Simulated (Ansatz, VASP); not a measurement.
**Two plane-wave programs on TiC**

File INCAR:

```
PREC     = Accurate       # precision mode
ENCUT    = 600            # plane-wave cutoff, eV
EDIFF    = 1E-6           # SCF threshold, eV
ISMEAR   = 0              # smearing method
SIGMA    = 0.15           # smearing width, eV
LREAL    = False          # projectors in reciprocal space
LASPH    = True           # aspherical terms in the spheres
NELM     = 120            # most SCF steps
ALGO     = Normal         # electronic algorithm
ISIF     = 2              # what is computed and relaxed
LWAVE    = False          # write WAVECAR
LCHARG   = True           # write CHGCAR
GGA      = PE             # functional
LELF     = True           # ELF
LVHAR    = True         
NBANDS   = 15             # bands
GGA_COMPAT= False
```

The input KPOINTS:

```
regular mesh
0
Gamma
  24 24 24
```

POSCAR

```
TiC
1.0
    0.0000000000      2.1664615256      2.1664615256
    2.1664615256      0.0000000000      2.1664615256
    2.1664615256      2.1664615256      0.0000000000
Ti C
1 1
Direct
    0.0230791082     -0.0230791082     -0.0230791082
    0.5000000000      0.5000000000      0.5000000000
```

Input for Ansatz:

```yaml
crystal:
  lattice:
    - [0.0, 2.1664615256, 2.1664615256]
    - [2.1664615256, 0.0, 2.1664615256]
    - [2.1664615256, 2.1664615256, 0.0]
  atoms:
    - { symbol: Ti, position: [0.0230791082, -0.0230791082, -0.0230791082] }
    - { symbol: C, position: [0.5, 0.5, 0.5] }
basis:
  ecutwfc: 420
kpoints:
  mp_grid: { grid: [24, 24, 24] }
hamiltonian:
  xc: pbe
scf:
  occupations: { method: gaussian, width: 0.15 }
output:
  forces: true
  stress: true
  eigenvalues: true
```

Alike in both runs: task single point; functional PBE; k mesh 24 × 24 × 24; occupations gaussian, width 0.15 eV; no spin polarisation.

```csv
,VASP,Ansatz
version,VASP 6.6.1,Ansatz 0.2.0
potentials or method,"VASP PAW PBE potentials, release 64 (Ti_sv, C), cutoff 600 eV","scalar-relativistic, plane waves, PAW"
valence electrons in the cell,16,16
```

|  | VASP | Ansatz | Ansatz less VASP |
| --- | --- | --- | --- |
| gap on the k mesh at the Fermi level (eV) | none | none | - |
| pressure (GPa) | 1.3 | 1.2 | -0.08 |
| traceless stress, the component that is largest in VASP (GPa) | 1.84 | 1.83 | -0.018 |
| rms of the force components (eV/Å) | 0.523 | 0.520 | -0.0025 |

Atom by atom the forces differ by 0.002 eV/Å (rms over components). A gap of «none» marks a metal or a gap that the smearing closes.
